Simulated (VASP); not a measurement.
MgC2:

```
CELL_PARAMETERS angstrom
3.95078 0.00000 0.00000
0.00000 3.95078 0.00000
0.00000 0.00000 4.98709
ATOMIC_POSITIONS crystal
Mg 0.00000 0.00000 0.50000
Mg 0.50000 0.50000 0.00000
C 0.38766 0.61235 0.50000
C 0.11235 0.11235 0.00000
C 0.61235 0.38766 0.50000
C 0.88765 0.88765 0.00000
```

```yaml
Program: VASP 6.6.1
Task: relaxation of cell and atoms
Functional: r2SCAN
Potentials_or_basis: VASP PAW PBE potentials, release 64 (Mg, C)
Cutoff: 600 eV
k_mesh: 7 × 7 × 6
Occupations: fermi-dirac, width 0.05 eV
Spin: no spin polarisation
```

At the start: pressure -2.6 GPa; volume 12.97 Å³/atom.

Question: How do energy, volume and symmetry change on relaxing?

Answer: Over 12 steps the energy falls by 2.5 meV/atom and the volume is 12.64 Å³/atom (-2.5 %); space group P4_2/mnm (No. 136, to 0.1 Å) before and after.

Step by step:
```csv
step,energy change (eV),largest force (eV/Å),pressure (GPa),volume (Å³)
1,0.0000,0.5587,-2.59,77.84
2,0.3164,5.9553,8.88,75.50
3,-0.0069,0.1330,-1.32,77.52
4,-0.0069,0.1583,-1.27,77.51
5,-0.0139,0.0077,-0.21,76.30
6,-0.0141,0.0354,-0.02,76.10
7,-0.0144,0.1371,0.29,75.98
8,-0.0144,0.1061,0.23,76.00
9,-0.0145,0.0932,0.22,75.98
10,-0.0148,0.0554,0.17,75.94
11,-0.0150,0.0202,0.08,75.84
12,-0.0150,0.0022,0.11,75.87
```

Final structure:
```
Mg C
1.0
     3.92880    0.00000    0.00000
     0.00000    3.92880    0.00000
     0.00000    0.00000    4.91511
Mg C
2 4
Cartesian
  0.0000 0.0000 2.4576
  1.9644 1.9644 0.0000
  1.5235 2.4052 2.4576
  0.4409 0.4409 0.0000
  2.4052 1.5235 2.4576
  3.4879 3.4879 0.0000
```

Caveat: the PAW data sets were made with another functional, which shifts forces and pressure a little.
